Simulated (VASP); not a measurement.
# Ag (Im-3m) in VASP: further runs, part 2 of 2

VASP 6.6.1.

## Step 3: Single point, PBE

This run uses another cell than the first one, of 18.02 Å³/atom.

Contents of INCAR:

```
SYSTEM = Ag
PREC = Accurate ; ENCUT = 520
EDIFF = 1E-7 ; ISMEAR = 0
SIGMA = 0.1 ; LREAL = .FALSE.
LASPH = .TRUE. ; NELM = 60
ALGO = Normal ; ISIF = 2
LWAVE = .FALSE. ; LCHARG = .FALSE.
GGA = PE ; NBANDS = 12
```

Contents of KPOINTS:

```
regular mesh
0
G
  18 18 18
  0 0 0
```

Contents of POSCAR:

```
Ag
1.0
   -1.6515992185      1.6515992185      1.6515992185
    1.6515992185     -1.6515992185      1.6515992185
    1.6515992185      1.6515992185     -1.6515992185
Ag
1
Direct
    0.0000000000      0.0000000000      0.0000000000
```

Potentials or basis: VASP PAW PBE potentials, release 64 (Ag).

The run is started by

```console
$ cat potpaw_PBE.64/Ag/POTCAR > POTCAR
$ mpirun -np 1 vasp_std > vasp.out
```

OUTCAR:

```text
SYSTEM = Ag
   PREC = Accurate
   ENCUT = 520
   EDIFF = 1E-7
   ISMEAR = 0
   LREAL = .FALSE.
   LASPH = .TRUE.
   NELM = 60
   ISIF = 2
   GGA = PE

 ion  position               nearest neighbor table
   1  0.000  0.000  0.000-

  LATTYP: Found a body centered cubic cell.
 ALAT       =     3.3031984370

  Lattice vectors:

 A1 = (  -1.6515992185,   1.6515992185,   1.6515992185)
 A2 = (   1.6515992185,  -1.6515992185,   1.6515992185)
 A3 = (   1.6515992185,   1.6515992185,  -1.6515992185)

Analysis of symmetry for initial positions (statically):
=====================================================================
 Subroutine PRICEL returns:
 Original cell was already a primitive cell.

 Routine SETGRP: Setting up the symmetry group for a
 body centered cubic supercell.

 Subroutine GETGRP returns: Found 48 space group operations
 (whereof 48 operations were pure point group operations)
 out of a pool of 48 trial point group operations.

The static configuration has the point symmetry O_h .

Analysis of symmetry for dynamics (positions and initial velocities):
=====================================================================
 Subroutine PRICEL returns:
 Original cell was already a primitive cell.

 Routine SETGRP: Setting up the symmetry group for a
 body centered cubic supercell.

 Subroutine GETGRP returns: Found 48 space group operations
 (whereof 48 operations were pure point group operations)
 out of a pool of 48 trial point group operations.

The dynamic configuration has the point symmetry O_h .

 Subroutine INISYM returns: Found 48 space group operations
 (whereof 48 operations are pure point group operations),
 and found     1 'primitive' translations

----------------------------------------------------------------------------------------

                                     Primitive cell

  volume of cell :      18.0208

  direct lattice vectors                    reciprocal lattice vectors
    -1.651599218  1.651599218  1.651599218     0.000000000  0.302736883  0.302736883
     1.651599218 -1.651599218  1.651599218     0.302736883  0.000000000  0.302736883
     1.651599218  1.651599218 -1.651599218     0.302736883  0.302736883  0.000000000

  length of vectors
     2.860653760  2.860653760  2.860653760     0.428134606  0.428134606  0.428134606

  position of ions in fractional coordinates (direct lattice)
     0.000000000  0.000000000  0.000000000

  ion indices of the primitive-cell ions
   primitive index   ion index
                 1           1

----------------------------------------------------------------------------------------

 KPOINTS: regular mesh

Automatic generation of k-mesh.
 Grid dimensions read from file:
 generate k-points for:   18   18   18

 Generating k-lattice:

  Cartesian coordinates                     Fractional coordinates (reciprocal lattice)
     0.000000000  0.016818716  0.016818716     0.055555556  0.000000000  0.000000000
     0.016818716  0.000000000  0.016818716     0.000000000  0.055555556  0.000000000
     0.016818716  0.016818716  0.000000000     0.000000000  0.000000000  0.055555556

  Length of vectors
     0.023785256  0.023785256  0.023785256

  Shift w.r.t. Gamma in fractional coordinates (k-lattice)
     0.000000000  0.000000000  0.000000000

 Subroutine IBZKPT returns following result:
 ===========================================

 Found    195 irreducible k-points:

 Following reciprocal coordinates:
            Coordinates               Weight
  0.000000  0.000000  0.000000      1.000000
  0.055556  0.000000  0.000000     12.000000
  0.111111  0.000000  0.000000     12.000000
  0.166667  0.000000  0.000000     12.000000
  0.222222  0.000000  0.000000     12.000000
  0.277778  0.000000  0.000000     12.000000
[... 16 lines left out ...]
  0.333333  0.111111  0.000000     48.000000
  0.388889  0.111111  0.000000     48.000000
 [... further k-points ...]
   k-points           NKPTS =    195   k-points in BZ     NKDIM =    195   number of bands    NBANDS=     12
   number of dos      NEDOS =    301   number of ions     NIONS =      1
   total plane-waves  NPLWV =  13824
   dimension x,y,z NGX =    24 NGY =   24 NGZ =   24
   dimension x,y,z NGXF=    48 NGYF=   48 NGZF=   48
   ions per type =               1
   NGX,Y,Z   is equivalent  to a cutoff of  13.95, 13.95, 13.95 a.u.
   NGXF,Y,Z  is equivalent  to a cutoff of  27.90, 27.90, 27.90 a.u.
 SYSTEM =  Ag
   PREC   = accura    normal or accurate (medium, high low for compatibility)
   ISTART =      0    job   : 0-new  1-cont  2-samecut
   ICHARG =      2    charge: 1-file 2-atom 10-const
   ISPIN  =      1    spin polarized calculation?
   LNONCOLLINEAR =      F non collinear calculations
   LSORBIT =      F    spin-orbit coupling
   LASPH  =      T    aspherical Exc in radial PAW
   ENCUT  =  520.0 eV  38.22 Ry    6.18 a.u.   5.32  5.32  5.32*2*pi/ulx,y,z
   NELM   =     60;   NELMIN=  2; NELMDL= -5     # of ELM steps
   EDIFF  = 0.1E-06   stopping-criterion for ELM
   LREAL  =      F    real-space projection
   EDIFFG = 0.1E-05   stopping-criterion for IOM
   NSW    =      0    number of steps for IOM
   IBRION =     -1    ionic relax: 0-MD 1-quasi-New 2-CG
   NFREE  =      0    steps in history (QN), initial steepest desc. (CG)
   ISIF   =      2    stress and relaxation
   ISYM   =      2    0-nonsym 1-usesym 2-fastsym
   POTIM  = 0.5000    time-step for ionic-motion
   TEBEG  =    0.0;   TEEND  =   0.0 temperature during run
   PSTRESS=    0.0 pullay stress
   NELECT =      11.0000    total number of electrons
   NUPDOWN=      -1.0000    fix difference up-down
   EMIN   =  10.00;   EMAX   =-10.00  energy-range for DOS
   EFERMI =   0.00;   METHOD = LEGACY
   ISMEAR =     0;   SIGMA  =   0.10  broadening in eV -4-tet -1-fermi 0-gaus
   EFERMI_NEDOS =   21; number of points for ismear=-14 and -15
   IALGO  =     38    algorithm
   IMIX   =      4    mixing-type and parameters
     AMIX     =   0.40;   BMIX     =  1.00
     AMIX_MAG =   1.60;   BMIX_MAG =  1.00
  volume/ion in A,a.u.               =      18.02       121.61
  Fermi-wavevector in a.u.,A,eV,Ry     =   1.388719  2.624298 26.239388  1.928541
  Thomas-Fermi vector in A             =   2.512818
   LORBIT       =      0    0 simple, 1 ext, 2 COOP (PROOUT), +10 PAW based schemes
   GGA     = PE    functional components
   LHFCALC =     F    Hartree Fock is set to
   AEXX    =    0.0000 exact exchange contribution
   IVDW    =     0    specifies the selected vdW correction
   LEPSILON=     F    determine dielectric tensor
   LRPA    =     F    only Hartree local field effects (RPA)
 non-spin polarized calculation
 Gauss-broadening in eV      SIGMA  =   0.10
  energy-cutoff  :      520.00
  volume of cell :       18.02
 maximum number of plane-waves:       498
 NGX is ok and might be reduce to    24
   NGX = 11   NGY = 11   NGZ = 11

 number of electron      11.0000003 magnetization

 Free energy of the ion-electron system (eV)
  ---------------------------------------------------
  ext. energy  EPLUGINS =         0.00000000
  ---------------------------------------------------
  free energy    TOTEN  =        -2.68238012 eV

  energy without entropy =       -2.68005923  energy(sigma->0) =       -2.68121967

 E-fermi :   7.7154     XC(G=0): -11.8808

 val. band max:        7.7040415324   @ k =  -0.3889   0.4444   0.1111
 cond. band min:       7.7533181819   @ k =   0.5000   0.0000   0.0000
 fundamental gap:      0.0492766496
 Fermi energy:         7.7153920333

 k-point     1 :       0.0000    0.0000    0.0000
  band No.  band energies     occupation
      1       0.3229      2.00000
      2       2.9691      2.00000
      3       2.9691      2.00000
      4       2.9691      2.00000
      5       4.1864      2.00000
      6       4.1864      2.00000
      7      25.4662      0.00000
      8      25.4662      0.00000
      9      25.4662      0.00000
     10      30.9418      0.00000
     11      30.9418      0.00000
     12      30.9418      0.00000
[... 331 lines left out ...]
 k-point    24 :       0.3889    0.1111    0.0000
  band No.  band energies     occupation
      1       1.8093      2.00000
      2       2.3403      2.00000
      3       4.0365      2.00000
      4       4.1317      2.00000
      5       4.7050      2.00000
      6       7.8508      0.05556
      7      12.4817      0.00000
      8      19.3876      0.00000
      9      21.4707      0.00000
     10      27.3305      0.00000
     11      30.0657      0.00000
     12      31.1899      0.00000

 [... further k-points ...]
[... 5 lines left out ...]
  --------------------------------------------------------------------------------------
  -------------------------------------------------------------------------------------
  Total       -0.0121639     -0.0121639     -0.0121639      0.0000000     -0.0000000     -0.0000000
  in kB       -1.0814599     -1.0814599     -1.0814599      0.0000000     -0.0000000     -0.0000000
  external PRESSURE =      -1.0814599 kB  Pullay stress =       0.0000000 kB

 VOLUME and BASIS-vectors are now :
 -----------------------------------------------------------------------------
  energy-cutoff  :      520.00
  volume of cell :       18.02
      direct lattice vectors                 reciprocal lattice vectors
    -1.651599218  1.651599218  1.651599218     0.000000000  0.302736883  0.302736883
     1.651599218 -1.651599218  1.651599218     0.302736883  0.000000000  0.302736883
     1.651599218  1.651599218 -1.651599218     0.302736883  0.302736883  0.000000000

 POSITION                                       TOTAL-FORCE (eV/Angst)
 -----------------------------------------------------------------------------------
      0.00000      0.00000      0.00000         0.000000     -0.000000      0.000000
 -----------------------------------------------------------------------------------
    total drift:                                0.000000      0.000000      0.000000

  FREE ENERGIE OF THE ION-ELECTRON SYSTEM (eV)
  ---------------------------------------------------
  free  energy   TOTEN  =        -2.6823801211 eV

  energy  without entropy=       -2.6800592264  energy(sigma->0) =       -2.68121967
```

stdout:

```text
POSCAR found type information on POSCAR Ag
 POSCAR found :  1 types and       1 ions
 scaLAPACK will be used
 LDA part: xc-table for (Slater+PW92), standard interpolation
 POSCAR, INCAR and KPOINTS ok, starting setup
 FFT: planning ... GRIDC
 FFT: planning ... GRID_SOFT
 FFT: planning ... GRID
 WAVECAR not read
 entering main loop
```

Run time: 40 s. Hardware: 1 thread of Intel Xeon 8259CL, shared host; peak memory 0.17 GiB.

Results:

```yaml
Free_energy: -2.6824 eV
Pressure: -0.1 GPa
Band_gap_on_the_k_mesh: zero (an odd number of electrons rules out a gap without spin polarisation)
```

Levels at points of the mesh, in eV from the Fermi level:
| k point | band 3 | band 4 | band 5 | band 6 | band 7 | band 8 | band 9 | band 10 |
| --- | --- | --- | --- | --- | --- | --- | --- | --- |
| (0.00, 0.00, 0.00) | -4.75 | -4.75 | -3.53 | -3.53 | 17.75 | 17.75 | 17.75 | 23.23 |
| (0.50, 0.00, 0.00) | -3.58 | -3.42 | -2.61 | 0.04 | 3.82 | 13.12 | 13.98 | 19.31 |
| (0.50, 0.50, 0.50) | -2.83 | -2.83 | -2.83 | 6.73 | 6.73 | 6.73 | 12.05 | 13.02 |

## Step 4: Relaxation of cell and atoms, PBE

Contents of INCAR:

```
SYSTEM = Ag
PREC     = Accurate       ! precision mode
ENCUT    = 600            ! plane-wave cutoff, eV
EDIFF    = 1E-6           ! SCF threshold, eV
ISMEAR   = 0              ! smearing method
SIGMA    = 0.1            ! smearing width, eV
LREAL    = .False.        ! projectors in reciprocal space
LASPH    = .True.         ! aspherical terms in the spheres
NELM     = 80             ! most SCF steps
ALGO     = Fast           ! electronic algorithm
ISIF     = 3              ! what is computed and relaxed
LWAVE    = .False.        ! write WAVECAR
LCHARG   = .False.        ! write CHGCAR
GGA      = PE             ! functional
IBRION   = 2              ! ionic algorithm
NSW      = 100            ! ionic steps
EDIFFG   = -0.005         ! ionic threshold
```

Contents of KPOINTS:

```
Automatic mesh
0
Gamma
  18 18 18
  0 0 0
```

Contents of POSCAR:

```
Ag
1.0
   -1.6556540000      1.6556540000      1.6556540000
    1.6556540000     -1.6556540000      1.6556540000
    1.6556540000      1.6556540000     -1.6556540000
Ag
1
Direct
    0.0000000000      0.0000000000      0.0000000000
```

The run is started by

```console
$ cat potpaw_PBE.64/Ag/POTCAR > POTCAR
$ mpirun -np 1 vasp_std > vasp.out
```

It took 81 s on 1 thread of Intel Xeon 8259CL, shared host; peak memory 0.18 GiB.

The run converged. Its results:

```yaml
Free_energy: -2.6822 eV
Relaxed_volume: 18.00 Å³/atom
Relaxed_cell: a = 2.859 Å, b = 2.859 Å, c = 2.859 Å, α = 109.47°, β = 109.47°, γ = 109.47°
Space_group_after_relaxing_to_0.1_Å: Im-3m (No. 229)
Energy_gained_by_relaxing: 0.4 meV/atom
Ionic_steps: 4
Pressure_after_relaxing: 0.0 GPa
Band_gap_on_the_k_mesh: zero (an odd number of electrons rules out a gap without spin polarisation)
```

Step by step:
```tsv
step	energy change (eV)	largest force (eV/Å)	pressure (GPa)	volume (Å³)
1	0.0000	0.0000	-0.69	18.15
2	-0.0003	0.0000	0.16	17.95
3	-0.0004	0.0000	0.05	17.99
4	-0.0004	0.0000	-0.01	18.00
```

Final structure:
```
CELL_PARAMETERS angstrom
-1.65087 1.65087 1.65087
1.65087 -1.65087 1.65087
1.65087 1.65087 -1.65087
ATOMIC_POSITIONS crystal
Ag 0.00000 0.00000 0.00000
```

Levels at points of the mesh, in eV from the Fermi level:
```
           k point  band 4  band 5  band 6  band 7  band 8  band 9
(0.00, 0.00, 0.00)   -4.75   -3.53   -3.53   17.76   17.76   17.76
(0.50, 0.00, 0.00)   -3.42   -2.61    0.03    3.83   13.13   14.00
(0.50, 0.50, 0.50)   -2.83   -2.83    6.73    6.73    6.73   12.07
```

## Step 5: Single point, PBE (strained)

Contents of INCAR:

```
SYSTEM = Ag
  ALGO = Fast
  EDIFF = 1E-6
  ENCUT = 520
  GGA = PE
  ISIF = 2
  ISMEAR = 0
  LASPH = .TRUE.
  LCHARG = .FALSE.
  LREAL = .FALSE.
  LWAVE = .FALSE.
  NBANDS = 12
  NELM = 60
  PREC = Accurate
  SIGMA = 0.1
```

Contents of KPOINTS:

```
k-points
0
G
  18 18 18
  0 0 0
```

Contents of POSCAR:

```
Ag
1.0
   -1.6202230044      1.6202230044      1.6202230044
    1.6202230044     -1.6202230044      1.6202230044
    1.6202230044      1.6202230044     -1.6202230044
Ag
1
Direct
    0.0000000000      0.0000000000      0.0000000000
```

The run is started by

```console
$ cat potpaw_PBE.64/Ag/POTCAR > POTCAR
$ mpirun -np 1 vasp_std > vasp.out
```

Run time: 42 s. Hardware: 1 thread of Intel Xeon 8259CL, shared host; peak memory 0.17 GiB.

Results (log left out):

```
Free energy            : -2.6654 eV
Pressure               : 5.7 GPa
Band gap on the k mesh : zero (an odd number of electrons rules out a gap without spin polarisation)
```

Levels at points of the mesh, in eV from the Fermi level:
```tsv
k point	band 2	band 3	band 4	band 5	band 6	band 7	band 8	band 9	band 10	band 11
(0.00, 0.00, 0.00)	-4.95	-4.95	-4.95	-3.61	-3.61	17.97	17.97	17.97	24.35	24.38
(0.50, 0.00, 0.00)	-5.74	-3.67	-3.49	-2.59	-0.09	4.16	13.35	14.52	20.05	21.28
(0.50, 0.50, 0.50)	-6.40	-2.84	-2.84	-2.84	6.91	6.91	6.91	12.88	13.55	13.55
```

Caveat: the cell differs from its parent crystal (strained); the cell stands under pressure.

## Step 6: Single point, PBE (strained)

Contents of INCAR:

```
SYSTEM = Ag
PREC = Accurate
ENCUT = 520
EDIFF = 1E-7
ISMEAR = 0
SIGMA = 0.1
LREAL = .FALSE.
LASPH = .TRUE.
NELM = 80
ALGO = Fast
ISIF = 2
LWAVE = .FALSE.
LCHARG = .FALSE.
GGA = PE
NBANDS = 12
```

Contents of KPOINTS:

```
Automatic mesh
0
G
  18 18 18
  0 0 0
```

Contents of POSCAR:

```
Ag
1.0
   -1.6401074089      1.6401074089      1.6401074089
    1.6401074089     -1.6401074089      1.6401074089
    1.6401074089      1.6401074089     -1.6401074089
Ag
1
Direct
    0.0000000000      0.0000000000      0.0000000000
```

Potentials or basis: VASP PAW PBE potentials, release 64 (Ag).

The run is started by

```console
$ cat potpaw_PBE.64/Ag/POTCAR > POTCAR
$ mpirun -np 1 vasp_std > vasp.out
```

Wall time 48 s (1 thread of Intel Xeon 8259CL, shared host); peak memory 0.17 GiB.

It converged, with:

```yaml
Free_energy: -2.6803 eV
Pressure: 1.8 GPa
Band_gap_on_the_k_mesh: zero (an odd number of electrons rules out a gap without spin polarisation)
```

Levels at points of the mesh, in eV from the Fermi level:
```csv
k point,band 2,band 3,band 4,band 5,band 6,band 7,band 8,band 9,band 10,band 11
"(0.00, 0.00, 0.00)",-4.82,-4.82,-4.82,-3.56,-3.56,17.83,17.83,17.83,23.63,23.63
"(0.50, 0.00, 0.00)",-5.56,-3.61,-3.44,-2.60,-0.01,3.94,13.20,14.18,19.57,20.72
"(0.50, 0.50, 0.50)",-6.17,-2.83,-2.83,-2.83,6.79,6.79,6.79,12.35,13.21,13.21
```

Caveat: the cell differs from its parent crystal (strained).

## Step 7: Single point, PBE (strained)

Contents of INCAR:

```
SYSTEM = Ag
ALGO     = Fast           ! electronic algorithm
EDIFF    = 1E-6           ! SCF threshold, eV
ENCUT    = 520            ! plane-wave cutoff, eV
GGA      = PE             ! functional
ISIF     = 2              ! what is computed and relaxed
ISMEAR   = 0              ! smearing method
LASPH    = .TRUE.         ! aspherical terms in the spheres
LCHARG   = .FALSE.        ! write CHGCAR
LREAL    = .FALSE.        ! projectors in reciprocal space
LWAVE    = .FALSE.        ! write WAVECAR
NBANDS   = 12             ! bands
NELM     = 80             ! most SCF steps
PREC     = Accurate       ! precision mode
SIGMA    = 0.1            ! smearing width, eV
```

Contents of KPOINTS:

```
k-points
0
G
  18 18 18
  0 0 0
```

Contents of POSCAR:

```
Ag
1.0
   -1.7308372481      1.7308372481      1.7308372481
    1.7308372481     -1.7308372481      1.7308372481
    1.7308372481      1.7308372481     -1.7308372481
Ag
1
Direct
    0.0000000000      0.0000000000      0.0000000000
```

The run is started by

```console
$ cat potpaw_PBE.64/Ag/POTCAR > POTCAR
$ mpirun -np 1 vasp_std > vasp.out
```

Wall time 41 s (1 thread of Intel Xeon 8259CL, shared host); peak memory 0.17 GiB.

Results (log left out):

```yaml
Free_energy: -2.6002 eV
Pressure: -8.3 GPa
Band_gap_on_the_k_mesh: zero (an odd number of electrons rules out a gap without spin polarisation)
```

Levels at points of the mesh, in eV from the Fermi level:
```
           k point  band 2  band 3  band 4  band 5  band 6  band 7  band 8  band 9
(0.00, 0.00, 0.00)   -4.32   -4.32   -4.32   -3.36   -3.36   17.15   17.15   17.15
(0.50, 0.00, 0.00)   -4.87   -3.41   -3.29   -2.66    0.34    3.09   12.52   12.76
(0.50, 0.50, 0.50)   -5.31   -2.83   -2.83   -2.83    6.32    6.32    6.32   10.20
```

Caveat: the cell differs from its parent crystal (strained); the cell stands under tension.

## Step 8: Overview

| task | cell | k mesh | cutoff (eV) | gap on the mesh (eV) | pressure (GPa) |
| --- | --- | --- | --- | --- | --- |
| single point | a = 2.868 Å, angles 109.5°, 1 atom | 8 × 8 × 8 | 520 | none | -0.9 |
| single point | a = 2.861 Å, angles 109.5°, 1 atom | 18 × 18 × 18 | 520 | none | -0.1 |
| relaxation of cell and atoms | relaxed from a = 2.868 Å, angles 109.5°, 1 atom | 18 × 18 × 18 | 600 | none | 0.0 |
| single point | a = 2.806 Å, angles 109.5°, 1 atom | 18 × 18 × 18 | 520 | none | 5.7 |
| single point | a = 2.841 Å, angles 109.5°, 1 atom | 18 × 18 × 18 | 520 | none | 1.8 |
| single point | a = 2.998 Å, angles 109.5°, 1 atom | 18 × 18 × 18 | 520 | none | -8.3 |

Alike in all rows: level PBE; potentials or basis VASP PAW PBE potentials, release 64 (Ag); no spin polarisation; smearing gaussian 0.1 eV.

Caveats: the cell stands under pressure (at least some runs); the cell stands under tension (at least some runs).

Absolute energies hang on the potentials; compare differences alone.
